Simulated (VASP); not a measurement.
# HfN (Fm-3m) in VASP: a series of runs

Runs on HfN. Level: PBEsol. Tasks: single point.

Everything below comes from runs of VASP 6.6.1. Logs are shortened: lines on timing, memory, paths and dates and some standing lists are left out, and cuts for length are marked.

## 1. The cell of the first run

It takes space group Fm-3m (No. 225, cubic). The conventional cell has a = 4.314 Å, b = 4.314 Å, c = 4.314 Å, α = 90.00°, β = 90.00°, γ = 90.00°. Within 2.9 Å of Hf (site symmetry m-3m) lie 6 N at 2.16 Å. Within 2.9 Å of N (site symmetry m-3m) lie 6 Hf at 2.16 Å.

## 2. Single point, PBEsol (volume scaled by 0.88)

INCAR reads:

```
PREC = Accurate
ENCUT = 520
EDIFF = 1E-6
ISMEAR = 0
SIGMA = 0.1
LREAL = F
LASPH = T
NELM = 100
ALGO = Normal
ISIF = 2
LWAVE = F
LCHARG = F
GGA = PS
NBANDS = 14
```

KPOINTS reads:

```
Automatic mesh
0
Gamma
  16 16 16
```

POSCAR reads:

```
HfN
1.0
    0.0000000000      2.1569735181      2.1569735181
    2.1569735181      0.0000000000      2.1569735181
    2.1569735181      2.1569735181      0.0000000000
Hf N
1 1
Direct
    0.0000000000      0.0000000000      0.0000000000
    0.5000000000      0.5000000000      0.5000000000
```

Potentials or basis: VASP PAW PBE potentials, release 64 (Hf_pv, N).

Run with:

```sh
cat potpaw_PBE.64/Hf_pv/POTCAR potpaw_PBE.64/N/POTCAR > POTCAR
mpirun -np 1 vasp_std > vasp.out
```

OUTCAR:

```text
PREC = Accurate
   ENCUT = 520
   EDIFF = 1E-6
   ISMEAR = 0
   LREAL = F
   LASPH = T
   NELM = 100
   ISIF = 2
   GGA = PS

 ion  position               nearest neighbor table
   1  0.000  0.000  0.000-   2 2.16   2 2.16   2 2.16   2 2.16   2 2.16   2 2.16
   2  0.500  0.500  0.500-   1 2.16   1 2.16   1 2.16   1 2.16   1 2.16   1 2.16

  LATTYP: Found a face centered cubic cell.
 ALAT       =     4.3139470362

  Lattice vectors:

 A1 = (   0.0000000000,   2.1569735181,   2.1569735181)
 A2 = (   2.1569735181,   0.0000000000,   2.1569735181)
 A3 = (   2.1569735181,   2.1569735181,   0.0000000000)

Analysis of symmetry for initial positions (statically):
=====================================================================
 Subroutine PRICEL returns:
 Original cell was already a primitive cell.

 Routine SETGRP: Setting up the symmetry group for a
 face centered cubic supercell.

 Subroutine GETGRP returns: Found 48 space group operations
 (whereof 48 operations were pure point group operations)
 out of a pool of 48 trial point group operations.

The static configuration has the point symmetry O_h .

Analysis of symmetry for dynamics (positions and initial velocities):
=====================================================================
 Subroutine PRICEL returns:
 Original cell was already a primitive cell.

 Routine SETGRP: Setting up the symmetry group for a
 face centered cubic supercell.

 Subroutine GETGRP returns: Found 48 space group operations
 (whereof 48 operations were pure point group operations)
 out of a pool of 48 trial point group operations.

The dynamic configuration has the point symmetry O_h .

 Subroutine INISYM returns: Found 48 space group operations
 (whereof 48 operations are pure point group operations),
 and found     1 'primitive' translations

----------------------------------------------------------------------------------------

                                     Primitive cell

  volume of cell :      20.0708

  direct lattice vectors                    reciprocal lattice vectors
     0.000000000  2.156973518  2.156973518    -0.231806277  0.231806277  0.231806277
     2.156973518  0.000000000  2.156973518     0.231806277 -0.231806277  0.231806277
     2.156973518  2.156973518  0.000000000     0.231806277  0.231806277 -0.231806277

  length of vectors
     3.050421203  3.050421203  3.050421203     0.401500249  0.401500249  0.401500249

  position of ions in fractional coordinates (direct lattice)
     0.000000000  0.000000000  0.000000000
     0.500000000  0.500000000  0.500000000

  ion indices of the primitive-cell ions
   primitive index   ion index
                 1           1
                 2           2

----------------------------------------------------------------------------------------

 KPOINTS: Automatic mesh

Automatic generation of k-mesh.
 Grid dimensions read from file:
 generate k-points for:   16   16   16

 Generating k-lattice:

  Cartesian coordinates                     Fractional coordinates (reciprocal lattice)
    -0.014487892  0.014487892  0.014487892     0.062500000  0.000000000  0.000000000
     0.014487892 -0.014487892  0.014487892     0.000000000  0.062500000  0.000000000
     0.014487892  0.014487892 -0.014487892     0.000000000  0.000000000  0.062500000

  Length of vectors
     0.025093766  0.025093766  0.025093766

  Shift w.r.t. Gamma in fractional coordinates (k-lattice)
     0.000000000  0.000000000  0.000000000

 Subroutine IBZKPT returns following result:
 ===========================================

 Found    145 irreducible k-points:

 Following reciprocal coordinates:
            Coordinates               Weight
  0.000000  0.000000  0.000000      1.000000
  0.062500  0.000000  0.000000      8.000000
  0.125000  0.000000  0.000000      8.000000
  0.187500  0.000000  0.000000      8.000000
  0.250000  0.000000  0.000000      8.000000
  0.312500  0.000000  0.000000      8.000000
[... 16 lines left out ...]
 -0.125000  0.062500  0.000000     24.000000
 -0.062500  0.062500  0.000000     12.000000
 [... further k-points ...]
   k-points           NKPTS =    145   k-points in BZ     NKDIM =    145   number of bands    NBANDS=     14
   number of dos      NEDOS =    301   number of ions     NIONS =      2
   total plane-waves  NPLWV =  13824
   dimension x,y,z NGX =    24 NGY =   24 NGZ =   24
   dimension x,y,z NGXF=    48 NGYF=   48 NGZF=   48
   ions per type =               1   1
   NGX,Y,Z   is equivalent  to a cutoff of  13.08, 13.08, 13.08 a.u.
   NGXF,Y,Z  is equivalent  to a cutoff of  26.16, 26.16, 26.16 a.u.
 SYSTEM =  unknown system
   PREC   = accura    normal or accurate (medium, high low for compatibility)
   ISTART =      0    job   : 0-new  1-cont  2-samecut
   ICHARG =      2    charge: 1-file 2-atom 10-const
   ISPIN  =      1    spin polarized calculation?
   LNONCOLLINEAR =      F non collinear calculations
   LSORBIT =      F    spin-orbit coupling
   LASPH  =      T    aspherical Exc in radial PAW
   ENCUT  =  520.0 eV  38.22 Ry    6.18 a.u.   5.67  5.67  5.67*2*pi/ulx,y,z
   NELM   =    100;   NELMIN=  2; NELMDL= -5     # of ELM steps
   EDIFF  = 0.1E-05   stopping-criterion for ELM
   LREAL  =      F    real-space projection
   EDIFFG = 0.1E-04   stopping-criterion for IOM
   NSW    =      0    number of steps for IOM
   IBRION =     -1    ionic relax: 0-MD 1-quasi-New 2-CG
   NFREE  =      0    steps in history (QN), initial steepest desc. (CG)
   ISIF   =      2    stress and relaxation
   ISYM   =      2    0-nonsym 1-usesym 2-fastsym
   POTIM  = 0.5000    time-step for ionic-motion
   TEBEG  =    0.0;   TEEND  =   0.0 temperature during run
   PSTRESS=    0.0 pullay stress
   NELECT =      15.0000    total number of electrons
   NUPDOWN=      -1.0000    fix difference up-down
   EMIN   =  10.00;   EMAX   =-10.00  energy-range for DOS
   EFERMI =   0.00;   METHOD = LEGACY
   ISMEAR =     0;   SIGMA  =   0.10  broadening in eV -4-tet -1-fermi 0-gaus
   EFERMI_NEDOS =   21; number of points for ismear=-14 and -15
   IALGO  =     38    algorithm
   IMIX   =      4    mixing-type and parameters
     AMIX     =   0.40;   BMIX     =  1.00
     AMIX_MAG =   1.60;   BMIX_MAG =  1.00
  volume/ion in A,a.u.               =      10.04        67.72
  Fermi-wavevector in a.u.,A,eV,Ry     =   1.485652  2.807475 30.030262  2.207162
  Thomas-Fermi vector in A             =   2.599037
   LORBIT       =      0    0 simple, 1 ext, 2 COOP (PROOUT), +10 PAW based schemes
   GGA     = PS    functional components
   LHFCALC =     F    Hartree Fock is set to
   AEXX    =    0.0000 exact exchange contribution
   IVDW    =     0    specifies the selected vdW correction
   LEPSILON=     F    determine dielectric tensor
   LRPA    =     F    only Hartree local field effects (RPA)
 non-spin polarized calculation
 Gauss-broadening in eV      SIGMA  =   0.10
  energy-cutoff  :      520.00
  volume of cell :       20.07
 maximum number of plane-waves:       560
   NGX = 11   NGY = 11   NGZ = 11

 number of electron      14.9999998 magnetization

 Free energy of the ion-electron system (eV)
  ---------------------------------------------------
  ext. energy  EPLUGINS =         0.00000000
  ---------------------------------------------------
  free energy    TOTEN  =       -22.66687015 eV

  energy without entropy =      -22.66399587  energy(sigma->0) =      -22.66543301

 E-fermi :   9.4623     XC(G=0): -13.6343

 val. band max:        9.4586659237   @ k =  -0.4375   0.3125   0.1250
 cond. band min:       9.4637513642   @ k =  -0.1250   0.0625   0.0000
 fundamental gap:      0.0050854406
 Fermi energy:         9.4622884480

 k-point     1 :       0.0000    0.0000    0.0000
  band No.  band energies     occupation
      1     -21.0254      2.00000
      2     -21.0254      2.00000
      3     -21.0254      2.00000
      4      -8.7745      2.00000
      5       6.3534      2.00000
      6       6.3534      2.00000
      7       6.3534      2.00000
      8       9.0024      2.00000
      9       9.0024      2.00000
     10       9.0024      2.00000
     11      11.7647      0.00000
     12      11.7647      0.00000
     13      12.7383      0.00000
     14      19.3557      0.00000

 k-point     2 :       0.0625    0.0000    0.0000
  band No.  band energies     occupation
      1     -21.0969      2.00000
      2     -21.0305      2.00000
      3     -21.0305      2.00000
      4      -8.6481      2.00000
      5       5.9113      2.00000
      6       6.0569      2.00000
      7       6.0569      2.00000
      8       9.1542      1.99999
      9       9.1652      1.99997
     10       9.1652      1.99997
     11      12.1435      0.00000
     12      12.1435      0.00000
     13      13.0162      0.00000
     14      19.7222      0.00000

 k-point     3 :       0.1250    0.0000    0.0000
  band No.  band energies     occupation
      1     -21.2945      2.00000
      2     -21.0449      2.00000
      3     -21.0449      2.00000
      4      -8.2890      2.00000
      5       4.9182      2.00000
      6       5.3870      2.00000
      7       5.3870      2.00000
      8       9.4250      1.40239
      9       9.5867      0.07848
     10       9.5867      0.07848
     11      13.1154      0.00000
     12      13.1154      0.00000
     13      13.7393      0.00000
     14      20.7462      0.00000

 k-point     4 :       0.1875    0.0000    0.0000
  band No.  band energies     occupation
      1     -21.5753      2.00000
      2     -21.0664      2.00000
      3     -21.0664      2.00000
      4      -7.7495      2.00000
      5       3.7541      2.00000
      6       4.6306      2.00000
      7       4.6306      2.00000
      8       9.7429      0.00007
      9      10.2110      0.00000
     10      10.2110      0.00000
     11      14.4112      0.00000
     12      14.4112      0.00000
     13      14.6682      0.00000
     14      22.2071      0.00000

 k-point     5 :       0.2500    0.0000    0.0000
  band No.  band energies     occupation
      1     -21.8869      2.00000
      2     -21.0915      2.00000
      3     -21.0915      2.00000
      4      -7.0981      2.00000
      5       2.5935      2.00000
      6       3.9301      2.00000
      7       3.9301      2.00000
      8      10.1914      0.00000
      9      11.0110      0.00000
     10      11.0110      0.00000
     11      15.5525      0.00000
[... 276 lines left out ...]
 k-point    22 :      -0.1875    0.0625    0.0000
  band No.  band energies     occupation
      1     -21.6894      2.00000
      2     -21.1376      2.00000
      3     -21.0525      2.00000
      4      -7.4746      2.00000
      5       3.1636      2.00000
      6       4.1117      2.00000
      7       4.6873      2.00000
      8       9.7705      0.00001
      9      10.1330      0.00000
     10      11.2537      0.00000
     11      13.7804      0.00000
     12      15.5168      0.00000
     13      15.6791      0.00000
     14      22.3906      0.00000

 k-point    23 :      -0.1250    0.0625    0.0000
  band No.  band energies     occupation
      1     -21.4076      2.00000
      2     -21.1028      2.00000
      3     -21.0346      2.00000
      4      -8.0365      2.00000
      5       4.2380      2.00000
      6       4.8129      2.00000
      7       5.3782      2.00000
      8       9.4638      0.98349
      9       9.5475      0.22834
     10      10.4483      0.00000
     11      12.7400      0.00000
     12      14.2782      0.00000
     13      14.4920      0.00000
     14      21.4680      0.00000

 k-point    24 :      -0.0625    0.0625    0.0000
  band No.  band energies     occupation
      1     -21.1953      2.00000
      2     -21.0652      2.00000
      3     -21.0268      2.00000
      4      -8.4470      2.00000
      5       5.2280      2.00000
      6       5.5244      2.00000
      7       5.9241      2.00000
      8       9.2057      1.99972
      9       9.2198      1.99939
     10       9.7591      0.00003
     11      12.1608      0.00000
     12      13.0396      0.00000
     13      13.5576      0.00000
     14      20.3030      0.00000

 [... further k-points ...]
[... 5 lines left out ...]
  --------------------------------------------------------------------------------------
  -------------------------------------------------------------------------------------
  Total        5.6991331      5.6991331      5.6991331     -0.0000000      0.0000000      0.0000000
  in kB      454.9408666    454.9408666    454.9408666     -0.0000000      0.0000000      0.0000000
  external PRESSURE =     454.9408666 kB  Pullay stress =       0.0000000 kB

 VOLUME and BASIS-vectors are now :
 -----------------------------------------------------------------------------
  energy-cutoff  :      520.00
  volume of cell :       20.07
      direct lattice vectors                 reciprocal lattice vectors
     0.000000000  2.156973518  2.156973518    -0.231806277  0.231806277  0.231806277
     2.156973518  0.000000000  2.156973518     0.231806277 -0.231806277  0.231806277
     2.156973518  2.156973518  0.000000000     0.231806277  0.231806277 -0.231806277

 POSITION                                       TOTAL-FORCE (eV/Angst)
 -----------------------------------------------------------------------------------
      0.00000      0.00000      0.00000         0.000000      0.000000     -0.000000
      2.15697      2.15697      2.15697        -0.000000     -0.000000      0.000000
 -----------------------------------------------------------------------------------
    total drift:                                0.000000     -0.000000     -0.000000

  FREE ENERGIE OF THE ION-ELECTRON SYSTEM (eV)
  ---------------------------------------------------
  free  energy   TOTEN  =       -22.6668701514 eV

  energy  without entropy=      -22.6639958682  energy(sigma->0) =      -22.66543301
```

It took 31 s on 1 thread of AMD EPYC 9R45 (Zen 5), shared host; peak memory 0.13 GiB.

What came out:

```
Free energy : -22.6669 eV
Pressure    : 45.5 GPa
```

Caveat: the PAW data sets were made with another functional, which shifts forces and pressure a little; spin-orbit coupling is left out, which moves the levels of the heavy elements.

(Continued in part 2 of 2.)
